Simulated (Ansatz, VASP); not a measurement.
# One calculation of CaSb4, two programs

```xyz
5
Lattice="4.2798 -2.2418 0.0000 4.2798 2.2418 0.0000 -2.3486 0.0000 7.4023" Properties=species:S:1:pos:R:3 pbc="T T T"
Ca    4.2798    0.0000    0.0000
Sb    1.4722    0.0000    4.5408
Sb    6.9263    0.0000    0.8397
Sb   -0.7154    0.0000    6.5626
Sb    4.7387    0.0000    2.8614
```

Alike in both runs: task relaxation of cell and atoms; functional PBE; k mesh 4 × 4 × 4; occupations gaussian, width 0.1 eV; no spin polarisation.

|  | VASP | Ansatz |
| --- | --- | --- |
| version | VASP 6.6.1 | Ansatz 0.2.0 |
| potentials or method | VASP PAW PBE potentials, release 64 (Ca_sv, Sb), cutoff 600 eV | scalar-relativistic, plane waves, PAW |
| valence electrons in the cell | 30 | 70 |

Ansatz gave:

```
gap on the k mesh at the Fermi level, each at its own relaxed structure (eV)  : none
relaxed volume (Å³/atom)                                                      : 34.07
relaxed length of the cell vector where the two differ most in proportion (Å) : 5.536
```

Task: What did VASP give for the same quantities?

Result: gap on the k mesh at the Fermi level, each at its own relaxed structure (eV): none; relaxed volume (Å³/atom): 32.45; relaxed length of the cell vector where the two differ most in proportion (Å): 4.542.

A gap of «none» marks a metal or a gap that the smearing closes. One of these differences is far larger than is usual between the two programs; its cause wasn't traced. VASP's potentials hold 30 valence electrons a cell and Ansatz's 70, so a difference there can come from the potentials and not from the codes.

The k mesh is coarse, so the values compare programs but aren't converged. Spin-orbit coupling is off throughout.
